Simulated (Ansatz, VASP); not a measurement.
## LiCl in VASP and in Ansatz

INCAR

```
SYSTEM = LiCl
ALGO = Normal ; EDIFF = 1E-6
ENCUT = 520 ; GGA = PE
ISIF = 2 ; ISMEAR = 0
LASPH = .True. ; LCHARG = .False.
LREAL = .False. ; LWAVE = .False.
NBANDS = 18 ; NELM = 60
PREC = Accurate ; SIGMA = 0.02
```

Contents of KPOINTS:

```
k-points
0
Gamma
  9 9 4
  0 0 0
```

Contents of POSCAR:

```
LiCl
1.0
    3.8147500135      0.0041603751     -0.0011774647
   -1.9037720163      3.2974433951      0.0023902276
   -0.0019071483      0.0033692953      6.3656160241
Li Cl
2 2
Direct
    0.6505273746      0.3137777172      0.8975435075
    0.3494726254      0.6632503525      0.3975435075
    0.6602783432      0.3416251317      0.4774574925
    0.3397216568      0.6813467986      0.9774574925
```

Input for Ansatz:

```yaml
crystal:
  lattice:
    - [3.8147500135, 0.0041603751, -0.0011774647]
    - [-1.9037720163, 3.2974433951, 0.0023902276]
    - [-0.0019071483, 0.0033692953, 6.3656160241]
  atoms:
    - { symbol: Li, position: [0.6505273746, 0.3137777172, 0.8975435075] }
    - { symbol: Li, position: [0.3494726254, 0.6632503525, 0.3975435075] }
    - { symbol: Cl, position: [0.6602783432, 0.3416251317, 0.4774574925] }
    - { symbol: Cl, position: [0.3397216568, 0.6813467986, 0.9774574925] }
basis:
  ecutwfc: 420
kpoints:
  mp_grid: { grid: [9, 9, 4] }
hamiltonian:
  xc: pbe
scf:
  occupations: { method: gaussian, width: 0.02 }
output:
  forces: true
  stress: true
  eigenvalues: true
```

Alike in both runs: task single point; functional PBE; k mesh 9 × 9 × 4; occupations gaussian, width 0.02 eV; no spin polarisation.

|  | VASP | Ansatz |
| --- | --- | --- |
| version | VASP 6.6.1 | Ansatz 0.2.0 |
| potentials or method | VASP PAW PBE potentials, release 64 (Li_sv, Cl), cutoff 520 eV | scalar-relativistic, plane waves, PAW |
| valence electrons in the cell | 20 | 20 |

VASP gave:

| Quantity | Value |
| --- | --- |
| gap on the k mesh at the Fermi level (eV) | 5.95 |
| least direct gap on the mesh (eV) | 5.95 |
| rms of the force components (eV/Å) | 0.382 |

Task: What did Ansatz give for the same quantities?

Result: gap on the k mesh at the Fermi level (eV): 5.94; least direct gap on the mesh (eV): 5.94; rms of the force components (eV/Å): 0.375.

Atom by atom the forces differ by 0.007 eV/Å (rms over components). With one functional, cell and mesh, what is left measures potentials, basis and numerics. Ansatz's warnings: near symmetry operations not taken.

Noted on VASP's run: the cutoff is short for stress, so the pressure is rough.
